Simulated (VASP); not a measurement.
Li:

```xyz
8
Lattice="5.7940 0.0000 0.0000 0.0000 5.7940 0.0000 0.0000 0.0000 5.0175" Properties=species:S:1:pos:R:3 pbc="T T T"
Li    2.5502    4.3239    0.0000
Li    3.2438    1.4701    0.0000
Li    4.3239    3.2438    2.5087
Li    1.4701    2.5502    2.5087
Li    5.4472    4.3671    0.0000
Li    0.3468    1.4269    0.0000
Li    4.3671    0.3468    2.5087
Li    1.4269    5.4472    2.5087
```

| Quantity | Value |
| --- | --- |
| Program | VASP 6.6.1 |
| Task | relaxation of cell and atoms |
| Functional | PBE |
| Potentials or basis | VASP PAW PBE potentials, release 64 (Li_sv) |
| Cutoff | 600 eV |
| k mesh | 8 × 8 × 8 |
| Occupations | gaussian, width 0.1 eV |
| Spin | no spin polarisation |

At the start: pressure -0.6 GPa; volume 21.05 Å³/atom.

Question: Where does the relaxation end?

Answer: Over 17 steps the energy falls by 19.4 meV/atom and the volume is 20.04 Å³/atom (-4.8 %); space group Fm-3m (No. 225, to 0.05 Å).

The path:
```tsv
step	energy change (eV)	largest force (eV/Å)	pressure (GPa)	volume (Å³)
1	0.0000	0.0281	-0.58	168.44
2	-0.0086	0.0304	-0.45	166.58
3	-0.0241	0.0386	-0.04	161.09
4	-0.0257	0.0430	0.18	158.53
5	-0.0295	0.0465	0.17	158.70
6	-0.0399	0.0574	0.12	159.18
7	-0.0538	0.0791	0.06	160.00
8	-0.0606	0.0755	0.01	160.52
9	-0.0783	0.0665	-0.12	162.08
10	-0.1033	0.0636	-0.36	165.20
11	-0.1115	0.0888	-0.79	171.42
12	-0.1154	0.0776	-0.62	168.86
13	-0.1213	0.0761	-0.59	168.27
14	-0.1360	0.0696	-0.46	166.47
15	-0.1483	0.0533	-0.19	162.88
16	-0.1510	0.0432	-0.14	162.24
17	-0.1551	0.0100	0.02	160.35
```

Final structure:
```
Li
1.0
     6.08041    0.00000    0.00000
     0.00000    6.08041    0.00000
     0.00000    0.00000    4.33702
Li
8
Direct
  0.50099 0.74951 0.00000
  0.49901 0.25049 0.00000
  0.74951 0.49901 0.50000
  0.25049 0.50099 0.50000
  0.00099 0.75049 0.00000
  0.99901 0.24951 0.00000
  0.75049 0.99901 0.50000
  0.24951 0.00099 0.50000
```

Caveat: the cutoff is under 1.25 times the usual one of these potentials, so pressure, stress and relaxed cells hold a basis-set (Pulay) error.
